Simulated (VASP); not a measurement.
# BaTiO3 (Pm-3m) in VASP: single point with r2SCAN

Aim: the single point of BaTiO3 with r2SCAN.

Everything below comes from runs of VASP 6.6.1. Logs are shortened: lines on timing, memory, paths and dates and some standing lists are left out, and cuts for length are marked.

### Step 1. The cell of the first run

It takes space group Pm-3m (No. 221, cubic). Conventional cell: a = 3.994 Å, b = 3.994 Å, c = 3.994 Å, α = 90.00°, β = 90.00°, γ = 90.00°. Within 3.7 Å of Ba (site symmetry m-3m) lie 12 O at 2.82 Å and 8 Ti at 3.46 Å. Within 2.6 Å of Ti (site symmetry m-3m) lie 6 O at 2.00 Å. Within 2.6 Å of O (site symmetry 4/mmm) lie 2 Ti at 2.00 Å.

### Step 2. Single point, r2SCAN

Contents of POSCAR:

```
BaTiO3
1.0
    3.9940382571      0.0000000000      0.0000000000
    0.0000000000      3.9940382571      0.0000000000
    0.0000000000      0.0000000000      3.9940382571
Ba Ti O
1 1 3
Direct
    0.5000000000      0.5000000000      0.5000000000
    0.0000000000      0.0000000000      0.0000000000
    0.5000000000      0.0000000000      0.0000000000
    0.0000000000      0.5000000000      0.0000000000
    0.0000000000      0.0000000000      0.5000000000
```

Contents of INCAR.step1:

```
SYSTEM = BaTiO3
ALGO = Normal
EDIFF = 1E-4
ENCUT = 520
GGA = PE
ISMEAR = 0
LASPH = .TRUE.
LCHARG = .FALSE.
LREAL = .FALSE.
LWAVE = .TRUE.
NBANDS = 28
NELM = 100
PREC = Accurate
SIGMA = 0.02
```

Contents of INCAR.step2:

```
SYSTEM = BaTiO3
ALGO = Normal
EDIFF = 1E-7
ENCUT = 520
ISIF = 2
ISMEAR = 0
ISTART = 1
LASPH = .TRUE.
LCHARG = .FALSE.
LMIXTAU = .TRUE.
LREAL = .FALSE.
LWAVE = .FALSE.
METAGGA = R2SCAN
NBANDS = 28
NELM = 100
PREC = Accurate
SIGMA = 0.02
```

Contents of KPOINTS:

```
k-points
0
G
  8 8 8
  0 0 0
```

Potentials or basis: VASP PAW PBE potentials, release 64 (Ba_sv, Ti_sv, O).

On the command line:

```
> cat potpaw_PBE.64/Ba_sv/POTCAR potpaw_PBE.64/Ti_sv/POTCAR potpaw_PBE.64/O/POTCAR > POTCAR
> cp INCAR.step1 INCAR
> mpirun -np 1 vasp_std > vasp.out
> cp INCAR.step2 INCAR
> mpirun -np 1 vasp_std > vasp.out
```

OUTCAR:

```text
SYSTEM = BaTiO3
   EDIFF = 1E-7
   ENCUT = 520
   ISIF = 2
   ISMEAR = 0
   ISTART = 1
   LASPH = .TRUE.
   LREAL = .FALSE.
   METAGGA = R2SCAN
   NELM = 100
   PREC = Accurate

 ion  position               nearest neighbor table
   1  0.500  0.500  0.500-   3 2.82   4 2.82   5 2.82   3 2.82   4 2.82   3 2.82   5 2.82   3 2.82
                             4 2.82   5 2.82   4 2.82   5 2.82   2 3.46   2 3.46   2 3.46   2 3.46
   2  0.000  0.000  0.000-   3 2.00   4 2.00   5 2.00   5 2.00   4 2.00   3 2.00   1 3.46   1 3.46
                             1 3.46   1 3.46   1 3.46   1 3.46   1 3.46   1 3.46
   3  0.500  0.000  0.000-   2 2.00   2 2.00   1 2.82   1 2.82   1 2.82   1 2.82
   4  0.000  0.500  0.000-   2 2.00   2 2.00   1 2.82   1 2.82   1 2.82   1 2.82
   5  0.000  0.000  0.500-   2 2.00   2 2.00   1 2.82   1 2.82   1 2.82   1 2.82

  LATTYP: Found a simple cubic cell.
 ALAT       =     3.9940382571

  Lattice vectors:

 A1 = (   3.9940382571,   0.0000000000,   0.0000000000)
 A2 = (   0.0000000000,   3.9940382571,   0.0000000000)
 A3 = (   0.0000000000,   0.0000000000,   3.9940382571)

Analysis of symmetry for initial positions (statically):
=====================================================================
 Subroutine PRICEL returns:
 Original cell was already a primitive cell.

 Routine SETGRP: Setting up the symmetry group for a
 simple cubic supercell.

 Subroutine GETGRP returns: Found 48 space group operations
 (whereof 48 operations were pure point group operations)
 out of a pool of 48 trial point group operations.

The static configuration has the point symmetry O_h .

Analysis of symmetry for dynamics (positions and initial velocities):
=====================================================================
 Subroutine PRICEL returns:
 Original cell was already a primitive cell.

 Routine SETGRP: Setting up the symmetry group for a
 simple cubic supercell.

 Subroutine GETGRP returns: Found 48 space group operations
 (whereof 48 operations were pure point group operations)
 out of a pool of 48 trial point group operations.

The dynamic configuration has the point symmetry O_h .

 Subroutine INISYM returns: Found 48 space group operations
 (whereof 48 operations are pure point group operations),
 and found     1 'primitive' translations

----------------------------------------------------------------------------------------

                                     Primitive cell

  volume of cell :      63.7143

  direct lattice vectors                    reciprocal lattice vectors
     3.994038257  0.000000000  0.000000000     0.250373165  0.000000000  0.000000000
     0.000000000  3.994038257  0.000000000     0.000000000  0.250373165  0.000000000
     0.000000000  0.000000000  3.994038257     0.000000000  0.000000000  0.250373165

  length of vectors
     3.994038257  3.994038257  3.994038257     0.250373165  0.250373165  0.250373165

  position of ions in fractional coordinates (direct lattice)
     0.500000000  0.500000000  0.500000000
     0.000000000  0.000000000  0.000000000
     0.500000000  0.000000000  0.000000000
     0.000000000  0.500000000  0.000000000
     0.000000000  0.000000000  0.500000000

  ion indices of the primitive-cell ions
   primitive index   ion index
                 1           1
                 2           2
                 3           3
                 4           4
                 5           5

----------------------------------------------------------------------------------------

 KPOINTS: k-points

Automatic generation of k-mesh.
 Grid dimensions read from file:
 generate k-points for:    8    8    8

 Generating k-lattice:

  Cartesian coordinates                     Fractional coordinates (reciprocal lattice)
     0.031296646  0.000000000  0.000000000     0.125000000  0.000000000  0.000000000
     0.000000000  0.031296646  0.000000000     0.000000000  0.125000000  0.000000000
     0.000000000  0.000000000  0.031296646     0.000000000  0.000000000  0.125000000

  Length of vectors
     0.031296646  0.031296646  0.031296646

  Shift w.r.t. Gamma in fractional coordinates (k-lattice)
     0.000000000  0.000000000  0.000000000

 Subroutine IBZKPT returns following result:
 ===========================================

 Found     35 irreducible k-points:

 Following reciprocal coordinates:
            Coordinates               Weight
  0.000000  0.000000  0.000000      1.000000
  0.125000  0.000000  0.000000      6.000000
  0.250000  0.000000  0.000000      6.000000
  0.375000  0.000000  0.000000      6.000000
  0.500000  0.000000  0.000000      3.000000
  0.125000  0.125000  0.000000     12.000000
[... 16 lines left out ...]
  0.375000  0.375000  0.125000     24.000000
  0.500000  0.375000  0.125000     24.000000
 [... further k-points ...]
   k-points           NKPTS =     35   k-points in BZ     NKDIM =     35   number of bands    NBANDS=     28
   number of dos      NEDOS =    301   number of ions     NIONS =      5
   total plane-waves  NPLWV =  27000
   dimension x,y,z NGX =    30 NGY =   30 NGZ =   30
   dimension x,y,z NGXF=    60 NGYF=   60 NGZF=   60
   ions per type =               1   1   3
   NGX,Y,Z   is equivalent  to a cutoff of  12.49, 12.49, 12.49 a.u.
   NGXF,Y,Z  is equivalent  to a cutoff of  24.97, 24.97, 24.97 a.u.
 SYSTEM =  BaTiO3
   PREC   = accura    normal or accurate (medium, high low for compatibility)
   ISTART =      1    job   : 0-new  1-cont  2-samecut
   ICHARG =      0    charge: 1-file 2-atom 10-const
   ISPIN  =      1    spin polarized calculation?
   LNONCOLLINEAR =      F non collinear calculations
   LSORBIT =      F    spin-orbit coupling
   LASPH  =      T    aspherical Exc in radial PAW
   ENCUT  =  520.0 eV  38.22 Ry    6.18 a.u.   7.43  7.43  7.43*2*pi/ulx,y,z
   NELM   =    100;   NELMIN=  2; NELMDL=  0     # of ELM steps
   EDIFF  = 0.1E-06   stopping-criterion for ELM
   LREAL  =      F    real-space projection
   EDIFFG = 0.1E-05   stopping-criterion for IOM
   NSW    =      0    number of steps for IOM
   IBRION =     -1    ionic relax: 0-MD 1-quasi-New 2-CG
   NFREE  =      0    steps in history (QN), initial steepest desc. (CG)
   ISIF   =      2    stress and relaxation
   ISYM   =      2    0-nonsym 1-usesym 2-fastsym
   POTIM  = 0.5000    time-step for ionic-motion
   TEBEG  =    0.0;   TEEND  =   0.0 temperature during run
   PSTRESS=    0.0 pullay stress
   NELECT =      40.0000    total number of electrons
   NUPDOWN=      -1.0000    fix difference up-down
   EMIN   =  10.00;   EMAX   =-10.00  energy-range for DOS
   EFERMI =   0.00;   METHOD = LEGACY
   ISMEAR =     0;   SIGMA  =   0.02  broadening in eV -4-tet -1-fermi 0-gaus
   EFERMI_NEDOS =   21; number of points for ismear=-14 and -15
   IALGO  =     38    algorithm
   IMIX   =      4    mixing-type and parameters
     AMIX     =   0.40;   BMIX     =  1.00
     AMIX_MAG =   1.60;   BMIX_MAG =  1.00
  volume/ion in A,a.u.               =      12.74        85.99
  Fermi-wavevector in a.u.,A,eV,Ry     =   1.401789  2.648997 26.735612  1.965012
  Thomas-Fermi vector in A             =   2.524615
   LORBIT       =      0    0 simple, 1 ext, 2 COOP (PROOUT), +10 PAW based schemes
   METAGGA = R2SCAN    functional components
   LHFCALC =     F    Hartree Fock is set to
   AEXX    =    0.0000 exact exchange contribution
   IVDW    =     0    specifies the selected vdW correction
   LEPSILON=     F    determine dielectric tensor
   LRPA    =     F    only Hartree local field effects (RPA)
 non-spin polarized calculation
 Gauss-broadening in eV      SIGMA  =   0.02
  energy-cutoff  :      520.00
  volume of cell :       63.71
 maximum number of plane-waves:      1747
 NGX is ok and might be reduce to    30
   NGX = 15   NGY = 15   NGZ = 15

 number of electron      39.9999976 magnetization

 Free energy of the ion-electron system (eV)
  ---------------------------------------------------
  ext. energy  EPLUGINS =         0.00000000
  ---------------------------------------------------
  free energy    TOTEN  =       -74.23045247 eV

  energy without entropy =      -74.23045247  energy(sigma->0) =      -74.23045247

 E-fermi :   3.7467     XC(G=0): -11.9555

 val. band max:        3.5810516399   @ k =   0.5000   0.5000   0.5000
 cond. band min:       5.7309543196   @ k =   0.0000   0.0000   0.0000
 fundamental gap:      2.1499026797
 Fermi energy:         3.7466774948

 k-point     1 :       0.0000    0.0000    0.0000
  band No.  band energies     occupation
      1     -55.2709      2.00000
      2     -30.4328      2.00000
      3     -30.4328      2.00000
      4     -30.4328      2.00000
      5     -21.8753      2.00000
      6     -14.2937      2.00000
[... 20 lines left out ...]
     27       9.1908      0.00000
     28      11.9658      0.00000

 k-point     2 :       0.1250    0.0000    0.0000
  band No.  band energies     occupation
      1     -55.2707      2.00000
      2     -30.4416      2.00000
      3     -30.4325      2.00000
      4     -30.4325      2.00000
      5     -21.8561      2.00000
      6     -14.3023      2.00000
[... 20 lines left out ...]
     27       9.5097      0.00000
     28      12.3425      0.00000

 k-point     3 :       0.2500    0.0000    0.0000
  band No.  band energies     occupation
      1     -55.2703      2.00000
      2     -30.4628      2.00000
      3     -30.4318      2.00000
      4     -30.4318      2.00000
      5     -21.8092      2.00000
      6     -14.3725      2.00000
[... 20 lines left out ...]
     27      10.3559      0.00000
     28      12.6555      0.00000

 k-point     4 :       0.3750    0.0000    0.0000
  band No.  band energies     occupation
      1     -55.2699      2.00000
      2     -30.4839      2.00000
      3     -30.4310      2.00000
      4     -30.4310      2.00000
      5     -21.7611      2.00000
      6     -14.4832      2.00000
[... 578 lines left out ...]
     27      12.6549      0.00000
     28      12.8468      0.00000

 k-point    23 :       0.3750    0.3750    0.1250
  band No.  band energies     occupation
      1     -55.2687      2.00000
      2     -30.4809      2.00000
      3     -30.4805      2.00000
      4     -30.4379      2.00000
      5     -21.6722      2.00000
      6     -14.0485      2.00000
[... 20 lines left out ...]
     27      12.5649      0.00000
     28      13.1872      0.00000

 k-point    24 :       0.5000    0.3750    0.1250
  band No.  band energies     occupation
      1     -55.2686      2.00000
      2     -30.4892      2.00000
      3     -30.4803      2.00000
      4     -30.4376      2.00000
      5     -21.6589      2.00000
      6     -13.9989      2.00000
[... 20 lines left out ...]
     27      12.4290      0.00000
     28      13.3389      0.00000

 [... further k-points ...]

------------------------ aborting loop because EDIFF is reached ----------------------------------------

  FORCE on cell =-STRESS in cart. coord.  units (eV):
  Direction    XX          YY          ZZ          XY          YZ          ZX
  --------------------------------------------------------------------------------------
  -------------------------------------------------------------------------------------
  Total        0.8009838      0.8009838      0.8009838     -0.0000000     -0.0000000     -0.0000000
  in kB       20.1417708     20.1417708     20.1417708     -0.0000000     -0.0000000     -0.0000000
  external PRESSURE =      20.1417708 kB  Pullay stress =       0.0000000 kB

 VOLUME and BASIS-vectors are now :
 -----------------------------------------------------------------------------
  energy-cutoff  :      520.00
  volume of cell :       63.71
      direct lattice vectors                 reciprocal lattice vectors
     3.994038257  0.000000000  0.000000000     0.250373165  0.000000000  0.000000000
     0.000000000  3.994038257  0.000000000     0.000000000  0.250373165  0.000000000
     0.000000000  0.000000000  3.994038257     0.000000000  0.000000000  0.250373165

 POSITION                                       TOTAL-FORCE (eV/Angst)
 -----------------------------------------------------------------------------------
      1.99702      1.99702      1.99702         0.000000      0.000000      0.000000
      0.00000      0.00000      0.00000         0.000000      0.000000      0.000000
      1.99702      0.00000      0.00000         0.000000      0.000000      0.000000
      0.00000      1.99702      0.00000         0.000000      0.000000      0.000000
      0.00000      0.00000      1.99702         0.000000      0.000000      0.000000
 -----------------------------------------------------------------------------------
    total drift:                                0.000000     -0.000000      0.000000

  FREE ENERGIE OF THE ION-ELECTRON SYSTEM (eV)
  ---------------------------------------------------
  free  energy   TOTEN  =       -74.2304524727 eV

  energy  without entropy=      -74.2304524727  energy(sigma->0) =      -74.23045247
```

It took 3 min on 1 thread of Intel Xeon Platinum 8488C (Sapphire Rapids), shared host; peak memory 0.21 GiB.

What came out:

* Free energy: -74.2305 eV
* Pressure: 2.0 GPa
* Band gap on the k mesh: 2.15 eV (least direct gap 2.30 eV)

Caveat: the PAW data sets were made with another functional, which shifts forces and pressure a little; spin-orbit coupling is left out, which moves the levels of the heavy elements. r2SCAN opens gaps a little over a GGA but as a rule still falls short of measured ones.
